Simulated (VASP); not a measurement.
Input of a VASP 6.6.1 run:

Contents of INCAR:

```
SYSTEM = HPt3
ALGO = Normal ; DIPOL = 0.5 0.5 0.356
EDIFF = 1E-7 ; ENCUT = 520
GGA = PE ; IDIPOL = 3
ISIF = 2 ; ISMEAR = 0
LASPH = .TRUE. ; LCHARG = .TRUE.
LDIPOL = .TRUE. ; LELF = .TRUE.
LREAL = .FALSE. ; LVACPOTAV = .TRUE.
LVHAR = .TRUE. ; LWAVE = .FALSE.
NBANDS = 24 ; NELM = 60
PREC = Accurate ; SIGMA = 0.1
```

The input KPOINTS:

```
k-points
0
G
  12 12 1
  0 0 0
```

POSCAR

```
HPt3
1.0
    2.8071640675      0.0000000000      0.0000000000
   -1.4035820338      2.4310753951      0.0000000000
    0.0000000000      0.0000000000     20.1192652917
Pt H
3 1
Direct
    0.6666666667      0.3333333333      0.1988144170
    0.3333333333      0.6666666667      0.3136149989
    0.0000000000      0.0000000000      0.4329362834
    0.3333333333      0.6666666667      0.4781948463
```

Potentials or basis: VASP PAW PBE potentials, release 64 (Pt, H).

Command:

```console
$ cat potpaw_PBE.64/Pt/POTCAR potpaw_PBE.64/H/POTCAR > POTCAR
$ mpirun -np 1 vasp_std > vasp.out
```

Question: Predict the largest force.

Answer: 0.105 eV/Å.

Forces on the atoms (eV/Å):
```
Pt   0.000  0.000 -0.087
Pt   0.000  0.000  0.105
Pt   0.000  0.000 -0.032
H    0.000  0.000  0.015
```
